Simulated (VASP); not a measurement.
Wanted: the native input for a VASP 6.6.1 run.

* Task: single point
* Functional: BLYP
* Potentials or basis: VASP PAW PBE potentials, release 64 (Mg)
* Cutoff: 520 eV
* k mesh: 9 × 9 × 9
* Occupations: fermi-dirac, width 0.1 eV
* Spin: no spin polarisation
* Dipole correction: no
* Further INCAR settings: ALGO = Normal; EDIFF = 1e-06; NBANDS = 9

The structure of Mg lies in POSCAR:

```
Mg
1.0
    0.0000000000      3.5675972999      3.5675972999
    3.5675972999      0.0000000000      3.5675972999
    3.5675972999      3.5675972999      0.0000000000
Mg
2
Direct
    0.1250000000      0.1250000000      0.1250000000
    0.8750000000      0.8750000000      0.8750000000
```

This isn't the form of Mg at room conditions, which is hcp.

One way to write it, as run:

INCAR

```
SYSTEM = Mg
  PREC = Accurate
  ENCUT = 520
  EDIFF = 1E-6
  ISMEAR = -1
  SIGMA = 0.1
  LREAL = .False.
  LASPH = .True.
  NELM = 60
  ALGO = Normal
  ISIF = 2
  LWAVE = .False.
  LCHARG = .False.
  GGA = B5
  ALDAX = 1.0
  AGGAX = 1.0
  AGGAC = 1.0
  ALDAC = 0.0
  NBANDS = 9
```

KPOINTS

```
Automatic mesh
0
Gamma
  9 9 9
  0 0 0
```

Potentials or basis: VASP PAW PBE potentials, release 64 (Mg).

Run with:

```bash
$ cat potpaw_PBE.64/Mg/POTCAR > POTCAR
$ mpirun -np 1 vasp_std > vasp.out
```

It gave:

The pressure is 0.0 GPa and the band gap on the k mesh is zero (bands 2 and 3 overlap by 3.04 eV).

Caveat: the PAW data sets were made with another functional, which shifts forces and pressure a little.

Run time: 49 s on 1 thread of Intel Xeon 8259CL, with other jobs on the host, peak memory 0.24 GiB.
